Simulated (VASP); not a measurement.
# Pb (P6_3/mmc) in VASP: notebook

Runs on Pb. Level: r2SCAN. Tasks: single point.

Program: VASP 6.6.1. These are calculated values, not measurements. Logs are shortened: lines on timing, memory, paths and dates and some standing lists are left out, and cuts for length are marked.

## (1) The cell of the first run

The structure is hexagonal, space group P6_3/mmc (No. 194). Conventional cell: a = 3.583 Å, b = 3.583 Å, c = 11.615 Å, α = 90.00°, β = 90.00°, γ = 120.00°. Pb (site symmetry -3m) has 12 Pb at 3.57 to 3.58 Å within 4.7 Å. Within 4.7 Å of Pb (site symmetry -6m2) lie 12 Pb at 3.57 to 3.58 Å.

This isn't the form of Pb at room conditions, which is fcc.

## (2) Single point, r2SCAN (32.28 Å³/atom)

Input file POSCAR:

```
Pb
1.0
    3.5831109702      0.0000000000      0.0000000000
   -1.7915554851      3.1030651248      0.0000000000
    0.0000000000      0.0000000000     11.6146472116
Pb
4
Direct
    0.0000000000      0.0000000000      1.0000000000
    0.0000000000      0.0000000000      0.5000000000
    0.3333333333      0.6666666667      0.2500000000
    0.6666666667      0.3333333333      0.7500000000
```

Input file INCAR.step1:

```
SYSTEM = Pb
PREC = Accurate ; ENCUT = 520
ISMEAR = -1 ; SIGMA = 0.1
LREAL = .FALSE. ; LASPH = .TRUE.
NELM = 100 ; NBANDS = 36
GGA = PE ; ALGO = Normal
EDIFF = 1E-4 ; LWAVE = .TRUE.
LCHARG = .FALSE.
```

Input file INCAR.step2:

```
SYSTEM = Pb
PREC = Accurate ; ENCUT = 520
EDIFF = 1E-7 ; ISMEAR = -1
SIGMA = 0.1 ; LREAL = .FALSE.
LASPH = .TRUE. ; NELM = 100
ALGO = Normal ; ISIF = 2
LWAVE = .FALSE. ; LCHARG = .FALSE.
METAGGA = R2SCAN ; LMIXTAU = .TRUE.
NBANDS = 36 ; ISTART = 1
```

Input file KPOINTS:

```
Automatic mesh
0
G
  12 12 3
  0 0 0
```

Potentials or basis: VASP PAW PBE potentials, release 64 (Pb_d).

Command:

```
$ cat potpaw_PBE.64/Pb_d/POTCAR > POTCAR
$ cp INCAR.step1 INCAR
$ mpirun -np 1 vasp_std > vasp.out
$ cp INCAR.step2 INCAR
$ mpirun -np 1 vasp_std > vasp.out
```

OUTCAR:

```text
SYSTEM = Pb
   PREC = Accurate
   ENCUT = 520
   EDIFF = 1E-7
   ISMEAR = -1
   LREAL = .FALSE.
   LASPH = .TRUE.
   NELM = 100
   ISIF = 2
   METAGGA = R2SCAN
   ISTART = 1

 ion  position               nearest neighbor table
   1  0.000  0.000  0.000-   3 3.57   4 3.57   4 3.57   3 3.57   4 3.57   3 3.57
   2  0.000  0.000  0.500-   3 3.57   4 3.57   4 3.57   3 3.57   4 3.57   3 3.57
   3  0.333  0.667  0.250-   1 3.57   2 3.57   1 3.57   2 3.57   1 3.57   2 3.57
   4  0.667  0.333  0.750-   1 3.57   2 3.57   1 3.57   2 3.57   1 3.57   2 3.57

  LATTYP: Found a hexagonal cell.
 ALAT       =     3.5831109702
 C/A-ratio  =     3.2414980469

  Lattice vectors:

 A1 = (   3.5831109702,   0.0000000000,   0.0000000000)
 A2 = (  -1.7915554851,   3.1030651248,   0.0000000000)
 A3 = (   0.0000000000,   0.0000000000,  11.6146472116)

Analysis of symmetry for initial positions (statically):
=====================================================================
 Subroutine PRICEL returns:
 Original cell was already a primitive cell.

 Routine SETGRP: Setting up the symmetry group for a
 hexagonal supercell.

 Subroutine GETGRP returns: Found 24 space group operations
 (whereof 12 operations were pure point group operations)
 out of a pool of 24 trial point group operations.

The static configuration has the point symmetry D_3d.
 The point group associated with its full space group is D_6h.

Analysis of symmetry for dynamics (positions and initial velocities):
=====================================================================
 Subroutine PRICEL returns:
 Original cell was already a primitive cell.

 Routine SETGRP: Setting up the symmetry group for a
 hexagonal supercell.

 Subroutine GETGRP returns: Found 24 space group operations
 (whereof 12 operations were pure point group operations)
 out of a pool of 24 trial point group operations.

The dynamic configuration has the point symmetry D_3d.
 The point group associated with its full space group is D_6h.

 Subroutine INISYM returns: Found 24 space group operations
 (whereof 12 operations are pure point group operations),
 and found     1 'primitive' translations

----------------------------------------------------------------------------------------

                                     Primitive cell

[... 90 lines left out ...]
   LSORBIT =      F    spin-orbit coupling
   LASPH  =      T    aspherical Exc in radial PAW
   ENCUT  =  520.0 eV  38.22 Ry    6.18 a.u.   6.66  6.66 21.60*2*pi/ulx,y,z
   NELM   =    100;   NELMIN=  2; NELMDL=  0     # of ELM steps
   EDIFF  = 0.1E-06   stopping-criterion for ELM
   LREAL  =      F    real-space projection
   EDIFFG = 0.1E-05   stopping-criterion for IOM
   NSW    =      0    number of steps for IOM
   IBRION =     -1    ionic relax: 0-MD 1-quasi-New 2-CG
   NFREE  =      0    steps in history (QN), initial steepest desc. (CG)
   ISIF   =      2    stress and relaxation
   ISYM   =      2    0-nonsym 1-usesym 2-fastsym
   POTIM  = 0.5000    time-step for ionic-motion
   TEBEG  =    0.0;   TEEND  =   0.0 temperature during run
   PSTRESS=    0.0 pullay stress
   NELECT =      56.0000    total number of electrons
   NUPDOWN=      -1.0000    fix difference up-down
   EMIN   =  10.00;   EMAX   =-10.00  energy-range for DOS
   EFERMI =   0.00;   METHOD = LEGACY
   ISMEAR =    -1;   SIGMA  =   0.10  broadening in eV -4-tet -1-fermi 0-gaus
   EFERMI_NEDOS =   21; number of points for ismear=-14 and -15
   IALGO  =     38    algorithm
   IMIX   =      4    mixing-type and parameters
     AMIX     =   0.40;   BMIX     =  1.00
     AMIX_MAG =   1.60;   BMIX_MAG =  1.00
  volume/ion in A,a.u.               =      32.28       217.87
  Fermi-wavevector in a.u.,A,eV,Ry     =   1.239135  2.341625 20.891124  1.535454
  Thomas-Fermi vector in A             =   2.373631
   LORBIT       =      0    0 simple, 1 ext, 2 COOP (PROOUT), +10 PAW based schemes
   METAGGA = R2SCAN    functional components
   LHFCALC =     F    Hartree Fock is set to
   AEXX    =    0.0000 exact exchange contribution
   IVDW    =     0    specifies the selected vdW correction
   LEPSILON=     F    determine dielectric tensor
   LRPA    =     F    only Hartree local field effects (RPA)
 non-spin polarized calculation
  energy-cutoff  :      520.00
  volume of cell :      129.14
 maximum number of plane-waves:      3523
 NGX is ok and might be reduce to    28
   NGX = 13   NGY = 13   NGZ = 43

 number of electron      55.9999993 magnetization

 Free energy of the ion-electron system (eV)
  ---------------------------------------------------
  ext. energy  EPLUGINS =         0.00000000
  ---------------------------------------------------
  free energy    TOTEN  =      -225.09387626 eV

  energy without entropy =     -225.01943570  energy(sigma->0) =     -225.05665598

 E-fermi :   6.5699     XC(G=0): -10.5908

 val. band max:        6.5501503563   @ k =   0.2500   0.0000   0.3333
 cond. band min:       6.5774347141   @ k =   0.5000   0.0000   0.0000
 fundamental gap:      0.0272843578
 Fermi energy:         6.5699306489

 k-point     1 :       0.0000    0.0000    0.0000
  band No.  band energies     occupation
      1     -11.1680      2.00000
      2     -11.1553      2.00000
      3     -11.1454      2.00000
      4     -11.1447      2.00000
      5     -11.1447      2.00000
      6     -11.1436      2.00000
[... 925 lines left out ...]
     35      11.3417      0.00000
     36      12.1132      0.00000

 [... further k-points ...]

------------------------ aborting loop because EDIFF is reached ----------------------------------------

  FORCE on cell =-STRESS in cart. coord.  units (eV):
  Direction    XX          YY          ZZ          XY          YZ          ZX
  --------------------------------------------------------------------------------------
  -------------------------------------------------------------------------------------
  Total       -1.3754814     -1.3754814     -1.0236687     -0.0000000      0.0000000     -0.0000000
  in kB      -17.0650723    -17.0650723    -12.7002662     -0.0000000      0.0000000     -0.0000000
  external PRESSURE =     -15.6101370 kB  Pullay stress =       0.0000000 kB

 VOLUME and BASIS-vectors are now :
 -----------------------------------------------------------------------------
  energy-cutoff  :      520.00
  volume of cell :      129.14
      direct lattice vectors                 reciprocal lattice vectors
     3.583110970  0.000000000  0.000000000     0.279087086  0.161131004  0.000000000
    -1.791555485  3.103065125  0.000000000     0.000000000  0.322262009  0.000000000
     0.000000000  0.000000000 11.614647212     0.000000000  0.000000000  0.086098181

 POSITION                                       TOTAL-FORCE (eV/Angst)
 -----------------------------------------------------------------------------------
      0.00000      0.00000      0.00000         0.000000      0.000000      0.000000
      0.00000      0.00000      5.80732         0.000000      0.000000      0.000000
     -0.00000      2.06871      2.90366         0.000000     -0.000000     -0.000000
      1.79156      1.03436      8.71099        -0.000000      0.000000      0.000000
 -----------------------------------------------------------------------------------
    total drift:                                0.000000     -0.000000      0.000000

  FREE ENERGIE OF THE ION-ELECTRON SYSTEM (eV)
  ---------------------------------------------------
  free  energy   TOTEN  =      -225.0938762604 eV

  energy  without entropy=     -225.0194356968  energy(sigma->0) =     -225.05665598
```

Wall time 31 min (1 thread of Intel Xeon 8259CL, shared host); peak memory 0.35 GiB.

What came out:

```yaml
Free_energy: -225.0939 eV
Pressure: -1.6 GPa
Band_gap_on_the_k_mesh: zero (bands 28 and 29 overlap by 7.48 eV)
```

Caveat: the PAW data sets were made with another functional, which shifts forces and pressure a little; spin-orbit coupling is left out, which moves the levels of the heavy elements.

## (3) Single point, r2SCAN (33.53 Å³/atom)

This run uses another cell than the first one, of 33.53 Å³/atom.

Input file POSCAR:

```
Pb
1.0
    3.6284716207      0.0000000000      0.0000000000
   -1.8142358104      3.1423486004      0.0000000000
    0.0000000000      0.0000000000     11.7616836715
Pb
4
Direct
    0.0000000000      0.0000000000      1.0000000000
    0.0000000000      0.0000000000      0.5000000000
    0.3333333333      0.6666666667      0.2500000000
    0.6666666667      0.3333333333      0.7500000000
```

Input file INCAR.step1:

```
PREC = Accurate ; ENCUT = 520
ISMEAR = -1 ; SIGMA = 0.1
LREAL = F ; LASPH = T
NELM = 80 ; NBANDS = 36
GGA = PE ; ALGO = Normal
EDIFF = 1E-4 ; LWAVE = T
LCHARG = F
```

Input file INCAR.step2:

```
PREC = Accurate ; ENCUT = 520
EDIFF = 1E-6 ; ISMEAR = -1
SIGMA = 0.1 ; LREAL = F
LASPH = T ; NELM = 80
ALGO = Normal ; ISIF = 2
LWAVE = F ; LCHARG = T
METAGGA = R2SCAN ; LMIXTAU = T
LELF = T ; LVHAR = T
NBANDS = 36 ; ISTART = 1
```

Input file KPOINTS:

```
Automatic mesh
0
Gamma
  12 12 3
```

Potentials or basis: VASP PAW PBE potentials, release 64 (Pb_d).

Command:

```
$ cat potpaw_PBE.64/Pb_d/POTCAR > POTCAR
$ cp INCAR.step1 INCAR
$ mpirun -np 1 vasp_std > vasp.out
$ cp INCAR.step2 INCAR
$ mpirun -np 1 vasp_std > vasp.out
```

Wall time 21 min (1 thread of Intel Xeon 8259CL, shared host); peak memory 0.35 GiB.

Results (log left out):

- Free energy: -225.0274 eV
- Pressure: -2.8 GPa
- Band gap on the k mesh: zero (bands 28 and 29 overlap by 7.17 eV)

Stress tensor (GPa, compression positive):
```
-2.95  0.00  0.00
 0.00 -2.95  0.00
 0.00  0.00 -2.59
```

Levels at points of the mesh, in eV from the Fermi level:
| k point | band 26 | band 27 | band 28 | band 29 | band 30 | band 31 |
| --- | --- | --- | --- | --- | --- | --- |
| (0.00, 0.00, 0.00) | 0.70 | 0.71 | 5.10 | 5.10 | 5.84 | 5.84 |
| (0.50, 0.00, 0.00) | -3.49 | -2.25 | -1.76 | 0.03 | 0.80 | 1.91 |

Caveat: the PAW data sets were made with another functional, which shifts forces and pressure a little; spin-orbit coupling is left out, which moves the levels of the heavy elements.

## (4) Single point, r2SCAN (34.77 Å³/atom)

This run uses another cell than the first one, of 34.77 Å³/atom.

Input file POSCAR:

```
Pb
1.0
    3.6727256361      0.0000000000      0.0000000000
   -1.8363628181      3.1806737019      0.0000000000
    0.0000000000      0.0000000000     11.9051329759
Pb
4
Direct
    0.0000000000      0.0000000000      1.0000000000
    0.0000000000      0.0000000000      0.5000000000
    0.3333333333      0.6666666667      0.2500000000
    0.6666666667      0.3333333333      0.7500000000
```

Input file INCAR.step1:

```
SYSTEM = Pb
PREC = Accurate
ENCUT = 520
ISMEAR = -1
SIGMA = 0.1
LREAL = .False.
LASPH = .True.
NELM = 80
NBANDS = 36
GGA = PE
ALGO = Normal
EDIFF = 1E-4
LWAVE = .True.
LCHARG = .False.
```

Input file INCAR.step2:

```
SYSTEM = Pb
PREC = Accurate
ENCUT = 520
EDIFF = 1E-6
ISMEAR = -1
SIGMA = 0.1
LREAL = .False.
LASPH = .True.
NELM = 80
ALGO = Normal
ISIF = 2
LWAVE = .False.
LCHARG = .False.
METAGGA = R2SCAN
LMIXTAU = .True.
NBANDS = 36
ISTART = 1
```

Input file KPOINTS:

```
Automatic mesh
0
Gamma
  12 12 3
  0 0 0
```

Potentials or basis: VASP PAW PBE potentials, release 64 (Pb_d).

Command:

```
$ cat potpaw_PBE.64/Pb_d/POTCAR > POTCAR
$ cp INCAR.step1 INCAR
$ mpirun -np 1 vasp_std > vasp.out
$ cp INCAR.step2 INCAR
$ mpirun -np 1 vasp_std > vasp.out
```

OUTCAR:

```text
SYSTEM = Pb
   PREC = Accurate
   ENCUT = 520
   EDIFF = 1E-6
   ISMEAR = -1
   LREAL = .False.
   LASPH = .True.
   NELM = 80
   ISIF = 2
   METAGGA = R2SCAN
   ISTART = 1

 ion  position               nearest neighbor table
   1  0.000  0.000  0.000-   3 3.65   4 3.65   3 3.65   4 3.65   4 3.65   3 3.65
   2  0.000  0.000  0.500-   3 3.65   4 3.65   3 3.65   4 3.65   4 3.65   3 3.65
   3  0.333  0.667  0.250-   1 3.65   2 3.65   1 3.65   2 3.65   1 3.65   2 3.65
   4  0.667  0.333  0.750-   1 3.65   2 3.65   1 3.65   2 3.65   1 3.65   2 3.65

  LATTYP: Found a hexagonal cell.
 ALAT       =     3.6727256361
 C/A-ratio  =     3.2414980468

  Lattice vectors:

 A1 = (   3.6727256361,   0.0000000000,   0.0000000000)
 A2 = (  -1.8363628181,   3.1806737019,   0.0000000000)
 A3 = (   0.0000000000,   0.0000000000,  11.9051329759)

Analysis of symmetry for initial positions (statically):
=====================================================================
 Subroutine PRICEL returns:
 Original cell was already a primitive cell.

 Routine SETGRP: Setting up the symmetry group for a
 hexagonal supercell.

 Subroutine GETGRP returns: Found 24 space group operations
 (whereof 12 operations were pure point group operations)
 out of a pool of 24 trial point group operations.

The static configuration has the point symmetry D_3d.
 The point group associated with its full space group is D_6h.

Analysis of symmetry for dynamics (positions and initial velocities):
=====================================================================
 Subroutine PRICEL returns:
 Original cell was already a primitive cell.

 Routine SETGRP: Setting up the symmetry group for a
 hexagonal supercell.

 Subroutine GETGRP returns: Found 24 space group operations
 (whereof 12 operations were pure point group operations)
[... 123 lines left out ...]
   EFERMI_NEDOS =   21; number of points for ismear=-14 and -15
   IALGO  =     38    algorithm
   IMIX   =      4    mixing-type and parameters
     AMIX     =   0.40;   BMIX     =  1.00
     AMIX_MAG =   1.60;   BMIX_MAG =  1.00
  volume/ion in A,a.u.               =      34.77       234.63
  Fermi-wavevector in a.u.,A,eV,Ry     =   1.208900  2.284489 19.884073  1.461438
  Thomas-Fermi vector in A             =   2.344493
   LORBIT       =      0    0 simple, 1 ext, 2 COOP (PROOUT), +10 PAW based schemes
   METAGGA = R2SCAN    functional components
   LHFCALC =     F    Hartree Fock is set to
   AEXX    =    0.0000 exact exchange contribution
   IVDW    =     0    specifies the selected vdW correction
   LEPSILON=     F    determine dielectric tensor
   LRPA    =     F    only Hartree local field effects (RPA)
 non-spin polarized calculation
  energy-cutoff  :      520.00
  volume of cell :      139.07
 maximum number of plane-waves:      3783
 NGX is ok and might be reduce to    28
   NGX = 13   NGY = 13   NGZ = 45

 number of electron      56.0000008 magnetization

 Free energy of the ion-electron system (eV)
  ---------------------------------------------------
  ext. energy  EPLUGINS =         0.00000000
  ---------------------------------------------------
  free energy    TOTEN  =      -224.92581835 eV

  energy without entropy =     -224.84368125  energy(sigma->0) =     -224.88474980

 E-fermi :   5.8256     XC(G=0): -10.2060

 val. band max:        5.7925745509   @ k =   0.2500   0.0000   0.3333
 cond. band min:       5.8790634688   @ k =   0.5000   0.0000   0.0000
 fundamental gap:      0.0864889179
 Fermi energy:         5.8255986594

 k-point     1 :       0.0000    0.0000    0.0000
  band No.  band energies     occupation
      1     -11.8796      2.00000
      2     -11.8732      2.00000
      3     -11.8684      2.00000
      4     -11.8684      2.00000
      5     -11.8665      2.00000
      6     -11.8656      2.00000
[... 925 lines left out ...]
     35      10.2499      0.00000
     36      10.9368      0.00000

 [... further k-points ...]

------------------------ aborting loop because EDIFF is reached ----------------------------------------

  FORCE on cell =-STRESS in cart. coord.  units (eV):
  Direction    XX          YY          ZZ          XY          YZ          ZX
  --------------------------------------------------------------------------------------
  -------------------------------------------------------------------------------------
  Total       -3.4008030     -3.4008030     -3.1670391      0.0000000      0.0000000      0.0000000
  in kB      -39.1787164    -39.1787164    -36.4856552      0.0000000      0.0000000      0.0000000
  external PRESSURE =     -38.2810293 kB  Pullay stress =       0.0000000 kB

 VOLUME and BASIS-vectors are now :
 -----------------------------------------------------------------------------
  energy-cutoff  :      520.00
  volume of cell :      139.07
      direct lattice vectors                 reciprocal lattice vectors
     3.672725636  0.000000000  0.000000000     0.272277349  0.157199401  0.000000000
    -1.836362818  3.180673702  0.000000000     0.000000000  0.314398802  0.000000000
     0.000000000  0.000000000 11.905132976     0.000000000  0.000000000  0.083997382

 POSITION                                       TOTAL-FORCE (eV/Angst)
 -----------------------------------------------------------------------------------
      0.00000      0.00000      0.00000        -0.000000     -0.000000     -0.000000
      0.00000      0.00000      5.95257        -0.000000     -0.000000     -0.000000
     -0.00000      2.12045      2.97628         0.000000      0.000000     -0.000000
      1.83636      1.06022      8.92885        -0.000000     -0.000000      0.000000
 -----------------------------------------------------------------------------------
    total drift:                                0.000000     -0.000000      0.000000

  FREE ENERGIE OF THE ION-ELECTRON SYSTEM (eV)
  ---------------------------------------------------
  free  energy   TOTEN  =      -224.9258183523 eV

  energy  without entropy=     -224.8436812512  energy(sigma->0) =     -224.88474980
```

OUTCAR.step1:

```text
SYSTEM = Pb
   PREC = Accurate
   ENCUT = 520
   ISMEAR = -1
   LREAL = .False.
   LASPH = .True.
   NELM = 80
[... 1166 lines left out ...]
      0.00000      0.00000      5.95257         0.000000      0.000000      0.000000
     -0.00000      2.12045      2.97628        -0.000000     -0.000000      0.000000
      1.83636      1.06022      8.92885         0.000000      0.000000     -0.000000
 -----------------------------------------------------------------------------------
    total drift:                                0.000000     -0.000000      0.000000

  FREE ENERGIE OF THE ION-ELECTRON SYSTEM (eV)
  ---------------------------------------------------
  free  energy   TOTEN  =       -14.1516763518 eV

  energy  without entropy=      -14.0653900058  energy(sigma->0) =      -14.10853318
```

Wall time 19 min (1 thread of Intel Xeon 8259CL, shared host); peak memory 0.36 GiB.

Results:

| Property | Result |
| --- | --- |
| Free energy | -224.9258 eV |
| Pressure | -3.8 GPa |
| Band gap on the k mesh | zero (bands 28 and 29 overlap by 6.87 eV) |

Stress tensor (GPa, compression positive):
```
-3.92  0.00  0.00
 0.00 -3.92  0.00
 0.00  0.00 -3.65
```

Caveat: the cell stands under tension; the PAW data sets were made with another functional, which shifts forces and pressure a little; spin-orbit coupling is left out, which moves the levels of the heavy elements.

## (5) The runs side by side

| cell | gap on the mesh (eV) | pressure (GPa) |
| --- | --- | --- |
| a = 3.583, b = 3.583, c = 11.615 Å, angles 90.0, 90.0, 120.0°, 4 atoms | none | -1.6 |
| a = 3.628, b = 3.628, c = 11.762 Å, angles 90.0, 90.0, 120.0°, 4 atoms | none | -2.8 |
| a = 3.673, b = 3.673, c = 11.905 Å, angles 90.0, 90.0, 120.0°, 4 atoms | none | -3.8 |

Alike in all rows: task single point; level r2SCAN; potentials or basis VASP PAW PBE potentials, release 64 (Pb_d); no spin polarisation; k mesh 12 × 12 × 3; cutoff (eV) 520; smearing fermi-dirac 0.1 eV.

Caveats: the PAW data sets were made with another functional, which shifts forces and pressure a little; spin-orbit coupling is left out, which moves the levels of the heavy elements; the cell stands under tension (at least some runs).

Total energies depend on the potentials used, so only differences within one code and one set of settings carry meaning.

The gap in the log of VASP goes by the Fermi energy; the results here count the filled bands.